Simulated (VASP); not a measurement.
A run of VASP 6.6.1 is set up as follows.

The input INCAR:

```
PREC     = Accurate       # precision mode
ENCUT    = 520            # plane-wave cutoff, eV
EDIFF    = 1E-8           # SCF threshold, eV
ISMEAR   = 0              # smearing method
SIGMA    = 0.01           # smearing width, eV
LREAL    = F              # projectors in reciprocal space
LASPH    = T              # aspherical terms in the spheres
NELM     = 60             # most SCF steps
ALGO     = Normal         # electronic algorithm
ISIF     = 2              # what is computed and relaxed
LWAVE    = F              # write WAVECAR
LCHARG   = F              # write CHGCAR
METAGGA  = R2SCAN         # meta-GGA
LMIXTAU  = T            
LCALCEPS = T
```

File KPOINTS:

```
regular mesh
0
Gamma
  8 8 8
```

The input POSCAR:

```
MgO
1.0
    0.0000000000      2.1021674155      2.1231890896
    2.1021674155      0.0000000000      2.1231890896
    2.1021674155      2.1021674155      0.0000000000
Mg O
1 1
Direct
    0.0000000000      0.0000000000      0.0000000000
    0.5000000000      0.5000000000      0.5000000000
```

Potentials or basis: VASP PAW PBE potentials, release 64 (Mg, O).

Launch:

```console
$ cat potpaw_PBE.64/Mg/POTCAR potpaw_PBE.64/O/POTCAR > POTCAR
$ mpirun -np 1 vasp_std > vasp.out
```

Q: What does it give for the electronic dielectric tensor (diagonal)?

A: 2.93, 2.93, 2.95.

Q: Predict the Born charges (mean of the diagonal).

A: Mg +1.97; O -1.97 e.

Q: Predict the band gap on the k mesh.

A: 5.54 eV.

Dipole moments of the cell (e·Å, modulo the quantum): ionic -12.613, -12.613, -12.739; electronic 0.000, 0.000, 0.002

Caveat: the cell differs from its parent crystal (uniaxial z strain +1.0%).
